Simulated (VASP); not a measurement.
# La2O3 (P-3m1) in VASP: a series of runs

The runs below take La2O3 through single point, with PBE+D4.

Everything below comes from runs of VASP 6.6.1. Logs are shortened: lines on timing, memory, paths and dates and some standing lists are left out, and cuts for length are marked.

### 1 The cell of the first run

Symmetry: P-3m1, No. 164, trigonal system. Conventional cell: a = 3.864 Å, b = 3.864 Å, c = 6.008 Å, α = 90.00°, β = 90.00°, γ = 120.00°. Within 3.1 Å of La (site symmetry 3m) lie 7 O at 2.32 to 2.68 Å. Within 3.1 Å of O (site symmetry 3m) lie 4 La at 2.32 to 2.40 Å and 6 O at 2.84 to 3.08 Å. Within 3.5 Å of O (site symmetry -3m) lie 6 La at 2.68 Å and 6 O at 3.08 Å.

### 2 Single point, PBE+D4

INCAR

```
SYSTEM = La2O3
PREC = Accurate
ENCUT = 520
EDIFF = 1E-6
ISMEAR = 0
SIGMA = 0.01
LREAL = .False.
LASPH = .True.
NELM = 80
ALGO = Normal
ISIF = 2
LWAVE = .False.
LCHARG = .False.
GGA = PE
IVDW = 13
NBANDS = 28
```

KPOINTS

```
Automatic mesh
0
Gamma
  12 12 4
  0 0 0
```

POSCAR

```
La2O3
1.0
    3.8641437370      0.0000000000      0.0000000000
   -1.9320718685      3.3464413939      0.0000000000
    0.0000000000      0.0000000000      6.0083376107
La O
2 3
Direct
    0.6666666667      0.3333333333      0.7537600000
    0.3333333333      0.6666666667      0.2462400000
    0.6666666667      0.3333333333      0.3541100000
    0.3333333333      0.6666666667      0.6458900000
    0.0000000000      0.0000000000      0.0000000000
```

Potentials or basis: VASP PAW PBE potentials, release 64 (La, O).

Started as:

```sh
$ cat potpaw_PBE.64/La/POTCAR potpaw_PBE.64/O/POTCAR > POTCAR
$ mpirun -np 1 vasp_std > vasp.out
```

OUTCAR:

```text
SYSTEM = La2O3
   PREC = Accurate
   ENCUT = 520
   EDIFF = 1E-6
   ISMEAR = 0
   LREAL = .False.
   LASPH = .True.
   NELM = 80
   ISIF = 2
   GGA = PE
   IVDW = 13

 ion  position               nearest neighbor table
   1  0.667  0.333  0.754-   4 2.32   4 2.32   4 2.32   3 2.40   5 2.68   5 2.68   5 2.68
   2  0.333  0.667  0.246-   3 2.32   3 2.32   3 2.32   4 2.40   5 2.68   5 2.68   5 2.68
   3  0.667  0.333  0.354-   2 2.32   2 2.32   2 2.32   1 2.40
   4  0.333  0.667  0.646-   1 2.32   1 2.32   1 2.32   2 2.40
   5  0.000  0.000  0.000-   2 2.68   1 2.68   2 2.68   1 2.68   1 2.68   2 2.68

  LATTYP: Found a hexagonal cell.
 ALAT       =     3.8641437370
 C/A-ratio  =     1.5548949572

  Lattice vectors:

 A1 = (   3.8641437370,   0.0000000000,   0.0000000000)
 A2 = (  -1.9320718685,   3.3464413939,   0.0000000000)
 A3 = (   0.0000000000,   0.0000000000,   6.0083376107)

Analysis of symmetry for initial positions (statically):
=====================================================================
 Subroutine PRICEL returns:
 Original cell was already a primitive cell.

 Routine SETGRP: Setting up the symmetry group for a
 hexagonal supercell.

 Subroutine GETGRP returns: Found 12 space group operations
 (whereof 12 operations were pure point group operations)
 out of a pool of 24 trial point group operations.

The static configuration has the point symmetry D_3d.

Analysis of symmetry for dynamics (positions and initial velocities):
=====================================================================
 Subroutine PRICEL returns:
 Original cell was already a primitive cell.

 Routine SETGRP: Setting up the symmetry group for a
 hexagonal supercell.

 Subroutine GETGRP returns: Found 12 space group operations
 (whereof 12 operations were pure point group operations)
 out of a pool of 24 trial point group operations.

The dynamic configuration has the point symmetry D_3d.

 Subroutine INISYM returns: Found 12 space group operations
 (whereof 12 operations are pure point group operations),
 and found     1 'primitive' translations

----------------------------------------------------------------------------------------

                                     Primitive cell

  volume of cell :      77.6946

  direct lattice vectors                    reciprocal lattice vectors
     3.864143737  0.000000000  0.000000000     0.258789545  0.149412448  0.000000000
    -1.932071869  3.346441394  0.000000000     0.000000000  0.298824896  0.000000000
     0.000000000  0.000000000  6.008337611     0.000000000  0.000000000  0.166435388

  length of vectors
     3.864143737  3.864139194  6.008337611     0.298824544  0.298824896  0.166435388

  position of ions in fractional coordinates (direct lattice)
     0.666666667  0.333333333  0.753760000
     0.333333333  0.666666667  0.246240000
     0.666666667  0.333333333  0.354110000
     0.333333333  0.666666667  0.645890000
     0.000000000  0.000000000  0.000000000

  ion indices of the primitive-cell ions
   primitive index   ion index
                 1           1
                 2           2
                 3           3
                 4           4
                 5           5

----------------------------------------------------------------------------------------

 KPOINTS: Automatic mesh

Automatic generation of k-mesh.
 Grid dimensions read from file:
 generate k-points for:   12   12    4

 Generating k-lattice:

  Cartesian coordinates                     Fractional coordinates (reciprocal lattice)
     0.021565795  0.012451037  0.000000000     0.083333333  0.000000000  0.000000000
     0.000000000  0.024902075  0.000000000     0.000000000  0.083333333  0.000000000
     0.000000000  0.000000000  0.041608847     0.000000000  0.000000000  0.250000000

  Length of vectors
     0.024902045  0.024902075  0.041608847

  Shift w.r.t. Gamma in fractional coordinates (k-lattice)
     0.000000000  0.000000000  0.000000000

 Subroutine IBZKPT returns following result:
 ===========================================

 Found     69 irreducible k-points:

 Following reciprocal coordinates:
            Coordinates               Weight
  0.000000  0.000000  0.000000      1.000000
  0.083333 -0.000000  0.000000      6.000000
  0.166667 -0.000000  0.000000      6.000000
  0.250000 -0.000000  0.000000      6.000000
  0.333333 -0.000000  0.000000      6.000000
  0.416667  0.000000  0.000000      6.000000
[... 16 lines left out ...]
  0.166667 -0.000000  0.250000      6.000000
  0.000000  0.166667  0.250000      6.000000
 [... further k-points ...]
   k-points           NKPTS =     69   k-points in BZ     NKDIM =     69   number of bands    NBANDS=     28
   number of dos      NEDOS =    301   number of ions     NIONS =      5
   total plane-waves  NPLWV =  43200
   dimension x,y,z NGX =    30 NGY =   30 NGZ =   48
   dimension x,y,z NGXF=    60 NGYF=   60 NGZF=   96
   ions per type =               2   3
   NGX,Y,Z   is equivalent  to a cutoff of  12.91, 12.91, 13.28 a.u.
   NGXF,Y,Z  is equivalent  to a cutoff of  25.81, 25.81, 26.56 a.u.
 SYSTEM =  La2O3
   PREC   = accura    normal or accurate (medium, high low for compatibility)
   ISTART =      0    job   : 0-new  1-cont  2-samecut
   ICHARG =      2    charge: 1-file 2-atom 10-const
   ISPIN  =      1    spin polarized calculation?
   LNONCOLLINEAR =      F non collinear calculations
   LSORBIT =      F    spin-orbit coupling
   LASPH  =      T    aspherical Exc in radial PAW
   ENCUT  =  520.0 eV  38.22 Ry    6.18 a.u.   7.18  7.18 11.17*2*pi/ulx,y,z
   NELM   =     80;   NELMIN=  2; NELMDL= -5     # of ELM steps
   EDIFF  = 0.1E-05   stopping-criterion for ELM
   LREAL  =      F    real-space projection
   EDIFFG = 0.1E-04   stopping-criterion for IOM
   NSW    =      0    number of steps for IOM
   IBRION =     -1    ionic relax: 0-MD 1-quasi-New 2-CG
   NFREE  =      0    steps in history (QN), initial steepest desc. (CG)
   ISIF   =      2    stress and relaxation
   ISYM   =      2    0-nonsym 1-usesym 2-fastsym
   POTIM  = 0.5000    time-step for ionic-motion
   TEBEG  =    0.0;   TEEND  =   0.0 temperature during run
   PSTRESS=    0.0 pullay stress
   NELECT =      40.0000    total number of electrons
   NUPDOWN=      -1.0000    fix difference up-down
   EMIN   =  10.00;   EMAX   =-10.00  energy-range for DOS
   EFERMI =   0.00;   METHOD = LEGACY
   ISMEAR =     0;   SIGMA  =   0.01  broadening in eV -4-tet -1-fermi 0-gaus
   EFERMI_NEDOS =   21; number of points for ismear=-14 and -15
   IALGO  =     38    algorithm
   IMIX   =      4    mixing-type and parameters
     AMIX     =   0.40;   BMIX     =  1.00
     AMIX_MAG =   1.60;   BMIX_MAG =  1.00
  volume/ion in A,a.u.               =      15.54       104.86
  Fermi-wavevector in a.u.,A,eV,Ry     =   1.312093  2.479496 23.423620  1.721588
  Thomas-Fermi vector in A             =   2.442509
   LORBIT       =      0    0 simple, 1 ext, 2 COOP (PROOUT), +10 PAW based schemes
   GGA     = PE    functional components
   LHFCALC =     F    Hartree Fock is set to
   AEXX    =    0.0000 exact exchange contribution
   IVDW    =    13    specifies the selected vdW correction
   LEPSILON=     F    determine dielectric tensor
   LRPA    =     F    only Hartree local field effects (RPA)
 non-spin polarized calculation
 Gauss-broadening in eV      SIGMA  =   0.01
  energy-cutoff  :      520.00
  volume of cell :       77.69
 maximum number of plane-waves:      2108
 NGX is ok and might be reduce to    30
   NGX = 15   NGY = 15   NGZ = 23

 number of electron      40.0000003 magnetization

 Free energy of the ion-electron system (eV)
  ---------------------------------------------------
  ext. energy  EPLUGINS =         0.00000000
  ---------------------------------------------------
  free energy    TOTEN  =       -41.67736520 eV

  energy without entropy =      -41.67736520  energy(sigma->0) =      -41.67736520

 E-fermi :   6.5816     XC(G=0): -10.7273

 val. band max:        6.5270748449   @ k =   0.2500   0.2500   0.5000
 cond. band min:      10.3883611171   @ k =   0.3333   0.3333   0.0000
 fundamental gap:      3.8612862722
 Fermi energy:         6.5816047190

 k-point     1 :       0.0000    0.0000    0.0000
  band No.  band energies     occupation
      1     -23.1720      2.00000
      2     -22.8614      2.00000
      3     -10.6699      2.00000
      4      -9.3472      2.00000
      5      -8.8253      2.00000
      6      -6.6181      2.00000
[... 20 lines left out ...]
     27      12.1567      0.00000
     28      12.4397      0.00000

 k-point     2 :       0.0833   -0.0000    0.0000
  band No.  band energies     occupation
      1     -23.1566      2.00000
      2     -22.8549      2.00000
      3     -10.6655      2.00000
      4      -9.4927      2.00000
      5      -8.9424      2.00000
      6      -6.6536      2.00000
[... 20 lines left out ...]
     27      12.2268      0.00000
     28      12.4350      0.00000

 k-point     3 :       0.1667   -0.0000    0.0000
  band No.  band energies     occupation
      1     -23.1133      2.00000
      2     -22.8377      2.00000
      3     -10.6749      2.00000
      4      -9.8437      2.00000
      5      -9.1662      2.00000
      6      -6.7440      2.00000
[... 20 lines left out ...]
     27      12.2964      0.00000
     28      12.3658      0.00000

 k-point     4 :       0.2500   -0.0000    0.0000
  band No.  band energies     occupation
      1     -23.0505      2.00000
      2     -22.8165      2.00000
      3     -10.7474      2.00000
      4     -10.2596      2.00000
      5      -9.2874      2.00000
      6      -6.8566      2.00000
[... 578 lines left out ...]
     27      12.1603      0.00000
     28      12.3265      0.00000

 k-point    23 :       0.1667   -0.0000    0.2500
  band No.  band energies     occupation
      1     -23.0751      2.00000
      2     -22.8788      2.00000
      3     -10.6397      2.00000
      4      -9.8499      2.00000
      5      -9.1936      2.00000
      6      -6.7111      2.00000
[... 20 lines left out ...]
     27      12.2205      0.00000
     28      12.3314      0.00000

 k-point    24 :       0.0000    0.1667    0.2500
  band No.  band energies     occupation
      1     -23.0754      2.00000
      2     -22.8784      2.00000
      3     -10.6583      2.00000
      4      -9.8879      2.00000
      5      -9.0754      2.00000
      6      -6.6792      2.00000
[... 20 lines left out ...]
     27      12.1787      0.00000
     28      12.3390      0.00000

 [... further k-points ...]

------------------------ aborting loop because EDIFF is reached ----------------------------------------

  DFT-D4 for vdW energy calculation

  Edisp (eV):   -1.37519

  FORCE on cell =-STRESS in cart. coord.  units (eV):
  Direction    XX          YY          ZZ          XY          YZ          ZX
  --------------------------------------------------------------------------------------
  -------------------------------------------------------------------------------------
  Total       3.21341     3.21340     2.57831     0.00000     0.00000     0.00000
  in kB      66.26530    66.26509    53.16856     0.00000     0.00000     0.00000
  external pressure =       61.90 kB  Pullay stress =        0.00 kB

 VOLUME and BASIS-vectors are now :
 -----------------------------------------------------------------------------
  energy-cutoff  :      520.00
  volume of cell :       77.69
      direct lattice vectors                 reciprocal lattice vectors
     3.864143737  0.000000000  0.000000000     0.258789545  0.149412448  0.000000000
    -1.932071869  3.346441394  0.000000000     0.000000000  0.298824896  0.000000000
     0.000000000  0.000000000  6.008337611     0.000000000  0.000000000  0.166435388

 POSITION                                       TOTAL-FORCE (eV/Angst)
 -----------------------------------------------------------------------------------
      1.93207      1.11548      4.52884         0.000000      0.000000      0.359576
     -0.00000      2.23096      1.47949        -0.000000     -0.000000     -0.359576
      1.93207      1.11548      2.12761         0.000000      0.000000      0.036161
     -0.00000      2.23096      3.88073        -0.000000     -0.000000     -0.036161
      0.00000      0.00000      0.00000        -0.000000      0.000000     -0.000000
 -----------------------------------------------------------------------------------
    total drift:                                0.000000      0.000000      0.000000

  FREE ENERGIE OF THE ION-ELECTRON SYSTEM (eV)
  ---------------------------------------------------
  free  energy   TOTEN  =       -43.0525563736 eV

  energy  without entropy=      -43.0525563736  energy(sigma->0) =      -43.05255637
```

Run time: 3.1 min. Hardware: 1 thread of Intel Xeon Platinum 8488C (Sapphire Rapids), shared host; peak memory 0.3 GiB.

Results:

* Free energy: -43.0526 eV
* Pressure: 6.2 GPa
* Largest force: 0.360 eV/Å
* Band gap on the k mesh: 3.86 eV (least direct gap 3.94 eV)
* Dispersion energy per atom: -0.275 eV

Forces on the atoms (eV/Å):
```
La   0.000  0.000  0.360
La   0.000  0.000 -0.360
O    0.000  0.000  0.036
O    0.000  0.000 -0.036
O    0.000  0.000  0.000
```

Stress tensor (GPa, compression positive):
```
6.63 0.00 0.00
0.00 6.63 0.00
0.00 0.00 5.32
```

Levels at points of the mesh, in eV from the valence-band top:
| k point | band 18 | band 19 | band 20 | band 21 | band 22 | band 23 |
| --- | --- | --- | --- | --- | --- | --- |
| (0.00, 0.00, 0.00) | -0.47 | -0.47 | -0.21 | 4.42 | 4.70 | 4.70 |
| (0.50, 0.00, 0.00) | -0.73 | -0.41 | -0.36 | 3.91 | 4.86 | 5.39 |
| (0.00, 0.00, 0.50) | -0.90 | -0.34 | -0.34 | 4.84 | 4.87 | 4.87 |
| (0.50, 0.00, 0.50) | -0.80 | -0.38 | -0.01 | 4.53 | 4.73 | 5.26 |

Caveat: the cell stands under pressure; spin-orbit coupling is left out, which moves the levels of the heavy elements. A k mesh can miss the band edges.

### 3 Single point, PBE+D4

This run uses another cell than the first one, of 16.03 Å³/atom.

INCAR

```
PREC     = Accurate       # precision mode
ENCUT    = 520            # plane-wave cutoff, eV
EDIFF    = 1E-6           # SCF threshold, eV
ISMEAR   = 0              # smearing method
SIGMA    = 0.01           # smearing width, eV
LREAL    = F              # projectors in reciprocal space
LASPH    = T              # aspherical terms in the spheres
NELM     = 60             # most SCF steps
ALGO     = Normal         # electronic algorithm
ISIF     = 2              # what is computed and relaxed
LWAVE    = F              # write WAVECAR
LCHARG   = F              # write CHGCAR
GGA      = PE             # functional
IVDW     = 13             # dispersion correction
NBANDS   = 28             # bands
```

KPOINTS

```
regular mesh
0
Gamma
  12 12 4
```

Edit POSCAR of step 2 so:

```diff
@@ -2,5 +2,5 @@
 1.0
-    3.8641437370      0.0000000000      0.0000000000
-   -1.9320718685      3.3464413939      0.0000000000
-    0.0000000000      0.0000000000      6.0083376107
+    3.9043981313      0.0000000000      0.0000000000
+   -1.9521990656      3.3813026673      0.0000000000
+    0.0000000000      0.0000000000      6.0709289654
 La O
```

Potentials or basis: VASP PAW PBE potentials, release 64 (La, O).

Started as:

```sh
$ cat potpaw_PBE.64/La/POTCAR potpaw_PBE.64/O/POTCAR > POTCAR
$ mpirun -np 1 vasp_std > vasp.out
```

Run time: 3.2 min. Hardware: 1 thread of Intel Xeon Platinum 8488C (Sapphire Rapids), shared host; peak memory 0.3 GiB.

Results (log left out):

| Item | Value |
| --- | --- |
| Free energy | -43.1127 eV |
| Pressure | 1.5 GPa |
| Largest force | 0.108 eV/Å |
| Band gap on the k mesh | 3.87 eV (least direct gap 3.97 eV) |
| Dispersion energy per atom | -0.266 eV |

Forces on the atoms (eV/Å):
```
La   0.000  0.000  0.108
La   0.000  0.000 -0.108
O    0.000  0.000  0.000
O    0.000  0.000  0.000
O    0.000  0.000  0.000
```

Stress tensor (GPa, compression positive):
```
1.55 0.00 0.00
0.00 1.55 0.00
0.00 0.00 1.37
```

Levels at points of the mesh, in eV from the valence-band top:
```tsv
k point	band 17	band 18	band 19	band 20	band 21	band 22	band 23	band 24
(0.00, 0.00, 0.00)	-1.71	-0.41	-0.41	-0.15	4.36	4.64	4.64	5.28
(0.50, 0.00, 0.00)	-0.75	-0.68	-0.41	-0.32	3.88	4.78	5.26	5.29
(0.00, 0.00, 0.50)	-1.04	-0.82	-0.30	-0.30	4.76	4.79	4.79	5.04
(0.50, 0.00, 0.50)	-0.97	-0.74	-0.37	0.00	4.46	4.67	5.14	5.29
```

Caveat: spin-orbit coupling is left out, which moves the levels of the heavy elements. A k mesh can miss the band edges.

(Part 1 of 2 ends here.)
